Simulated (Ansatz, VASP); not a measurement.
# W in VASP and in Ansatz

INCAR

```
  PREC = Accurate
  ENCUT = 520
  EDIFF = 1E-6
  ISMEAR = -1
  SIGMA = 0.05
  LREAL = False
  LASPH = True
  NELM = 60
  ALGO = Normal
  ISIF = 2
  LWAVE = False
  LCHARG = False
  GGA = PS
  NBANDS = 43
```

File KPOINTS:

```
regular mesh
0
Gamma
  11 11 1
```

File POSCAR:

```
W
1.0
    2.8708535316      0.0000000000      0.0000000000
   -1.4354267658      2.4862320889      0.0000000000
    0.0000000000      0.0000000000     24.3761683716
W
5
Direct
    0.6666666667      0.3333333333      0.3076775597
    0.3333333333      0.6666666667      0.4038387799
    0.0000000000      0.0000000000      0.5000000000
    0.6666666667      0.3333333333      0.5961612201
    0.3333333333      0.6666666667      0.6923224403
```

File input.yaml:

```yaml
crystal:
  lattice:
    - [2.8708535316, 0.0, 0.0]
    - [-1.4354267658, 2.4862320889, 0.0]
    - [0.0, 0.0, 24.3761683716]
  atoms:
    - { symbol: W, position: [0.6666666667, 0.3333333333, 0.3076775597] }
    - { symbol: W, position: [0.3333333333, 0.6666666667, 0.4038387799] }
    - { symbol: W, position: [0.0, 0.0, 0.5] }
    - { symbol: W, position: [0.6666666667, 0.3333333333, 0.5961612201] }
    - { symbol: W, position: [0.3333333333, 0.6666666667, 0.6923224403] }
kpoints:
  mp_grid: { grid: [11, 11, 1] }
scf:
  occupations: { method: fermi_dirac, width: 0.05 }
hamiltonian:
  xc: pbesol
  pseudopotentials: { kind: all_electron, lapw: { basis_error: 0.002 } }
output:
  forces: true
  stress: true
  eigenvalues: true
```

Alike in both runs: task single point; functional PBEsol; k mesh 11 × 11 × 1; occupations fermi-dirac, width 0.05 eV; no spin polarisation.

```csv
,VASP,Ansatz
version,VASP 6.6.1,Ansatz 0.2.0
potentials or method,"VASP PAW PBE potentials, release 64 (W_sv), cutoff 520 eV","all-electron LAPW, scalar-relativistic"
```

Ansatz gave:

| Property | Result |
| --- | --- |
| gap on the k mesh at the Fermi level (eV) | none |
| rms of the force components (eV/Å) | 0.156 |

**Question.** Which values does VASP return?

**Answer.** gap on the k mesh at the Fermi level (eV): none; rms of the force components (eV/Å): 0.150.

VASP's potentials were made for PBE, not for PBEsol. Atom by atom the forces differ by 0.006 eV/Å (rms over components). A gap of «none» marks a metal or a gap that the smearing closes. Ansatz ran all-electron here, and VASP with PAW potentials.

Neither program's run includes spin-orbit coupling.
